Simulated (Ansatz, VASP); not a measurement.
**One calculation of SnSe2, two programs**

```
Sn Se
1.0
     4.01107    0.00000    0.00000
    -2.00553    3.47369    0.00000
     0.00000    0.00000    5.89964
Sn Se
1 2
Cartesian
  0.0000 0.0000 0.0000
  0.0000 2.3158 1.5137
  2.0055 1.1579 4.3860
```

Change from the starting cell: epitaxial_xy strain +4.9%.

Alike in both runs: task single point; functional PBE; k mesh 12 × 12 × 4; occupations fermi-dirac, width 0.02 eV; no spin polarisation.

|  | VASP | Ansatz |
| --- | --- | --- |
| version | VASP 6.6.1 | Ansatz 0.2.0 |
| potentials or method | VASP PAW PBE potentials, release 64 (Sn_d, Se) | plane waves, PAW |
| plane-wave cutoff (eV) | 520 | 420 |
| valence electrons in the cell | 26 | 46 |

Ansatz gave:

* pressure (GPa): -0.5
* traceless stress, the component that is largest in VASP (GPa): 2.86
* rms of the force components (eV/Å): 0.111

Estimate VASP's values.

pressure (GPa): -0.4; traceless stress, the component that is largest in VASP (GPa): 2.85; rms of the force components (eV/Å): 0.116.

Atom by atom the forces differ by 0.005 eV/Å (rms over components). VASP's potentials hold 26 valence electrons a cell and Ansatz's 46, so a difference there can come from the potentials and not from the codes.
